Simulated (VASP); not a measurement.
Crystal: PbS.

```
CELL_PARAMETERS angstrom
3.67786 0.00000 0.00000
0.00000 3.67786 0.00000
0.00000 0.00000 3.67786
ATOMIC_POSITIONS crystal
Pb 0.00000 0.00000 0.00000
S 0.50000 0.50000 0.50000
```

Base run:

| Item | Value |
| --- | --- |
| Program | VASP 6.6.1 |
| Functional | PBEsol |
| Potentials or basis | VASP PAW PBE potentials, release 64 (Pb_d, S) |
| Cutoff | 520 eV |
| k mesh | 7 × 7 × 7 |
| Occupations | fermi-dirac, width 0.05 eV |
| Spin | no spin polarisation |

Its results: band gap on the k mesh 0.09 eV, indirect (least direct gap 1.32 eV); pressure -4.4 GPa.

Problem. The run is repeated on the same cell with these changes: functional from PBEsol to PBE; cutoff from 520 eV to 500 eV. What comes out?

Solution. Band gap on the k mesh 0.17 eV, indirect (least direct gap 1.37 eV); pressure -1.1 GPa.

PBE binds less tightly than PBEsol, so the same cell stands under more pressure.

Caveats: spin-orbit coupling is left out, which moves the levels of the heavy elements; the PAW data sets were made with another functional, which shifts forces and pressure a little (some runs).

A k mesh can miss the band edges.
